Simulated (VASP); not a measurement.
Wanted: the native input for a VASP 6.6.1 run.

| Quantity | Value |
| --- | --- |
| Task | single point |
| Functional | PBE |
| Potentials or basis | VASP PAW PBE potentials, release 64 (Si, N) |
| Cutoff | 520 eV |
| k mesh | 1 × 1 × 1, shifted |
| Occupations | fermi-dirac, width 0.3447 eV |
| Spin | no spin polarisation |
| Dipole correction | no |
| Mended | yes |
| Further INCAR settings | LREAL = Auto; ALGO = Normal; EDIFF = 1e-06; NBANDS = 69; ISYM = -1 |

The structure of Si11N12 lies in POSCAR:

```
Si11N12
1.0
    6.4418990000      0.1209050000      0.0829390000
    0.1209050000      6.5958520000      0.1101930000
    0.0829390000      0.1101930000      6.6182720000
Si N
11 12
Direct
    0.7414295961      0.7477121292      0.2442070873
    0.1033441219      0.0088263812      0.5919947286
    0.5822363426      1.0772977716      0.1038546356
    0.7685140500      0.4782563951      0.8809308089
    0.5324024675      0.0882530844      0.5620737860
    0.2206663887      0.7937717211      1.0298706465
    0.7443162649      0.8316677690      0.8642738145
    0.4722258783      0.6121779644      0.6066290916
    0.3181147797      0.3687717802      0.9470860082
    0.1718340519      1.1015330487      0.2445476741
    0.0125226979      0.4209365220      0.1665527077
    0.5938420235      0.3068031197      1.0185634226
    0.3234576473      0.5709665675      0.8233134309
    0.8693315464      0.2892763787      0.4224432418
    0.4605146156      0.0477733440      0.3182377651
    0.3370626589      0.2435941742      0.6317853040
    1.0798121916     -0.1278050088      0.7850973296
    0.5864765578      0.8585192760      0.6559034452
    0.1234409557      0.6909487188      0.3110078006
    0.4940831966      0.7767208418      0.1075672070
    0.2540950241      0.6408145649      0.4388265296
    0.8454867651      0.9855706855      0.1357531366
    0.6632771656      0.3368643668      0.4458084165
```

One way to write it, as run:

INCAR

```
  PREC = Accurate
  ENCUT = 520
  EDIFF = 1E-6
  ISMEAR = -1
  SIGMA = 0.3447
  LREAL = Auto
  LASPH = T
  NELM = 120
  ALGO = Normal
  ISIF = 2
  LWAVE = F
  LCHARG = F
  GGA = PE
  NBANDS = 69
  ISYM = -1
  GGA_COMPAT = F
```

KPOINTS

```
explicit points
1
Reciprocal
  0.25000000   0.25000000   0.25000000 1
```

Potentials or basis: VASP PAW PBE potentials, release 64 (Si, N).

Launch:

```bash
$ cat potpaw_PBE.64/Si/POTCAR potpaw_PBE.64/N/POTCAR > POTCAR
$ mpirun -np 1 vasp_std > vasp.out
```

It gave:

- Pressure: 4.4 GPa
- Largest force: 6.455 eV/Å

Caveat: the standard files for N, O and F lose accuracy on very short bonds; the atoms stand as in a frame of molecular dynamics.

It took 48 s on 1 thread of Intel(R) Xeon(R) Platinum 8488C (Sapphire Rapids), on a shared host, peak memory 0.32 GiB.
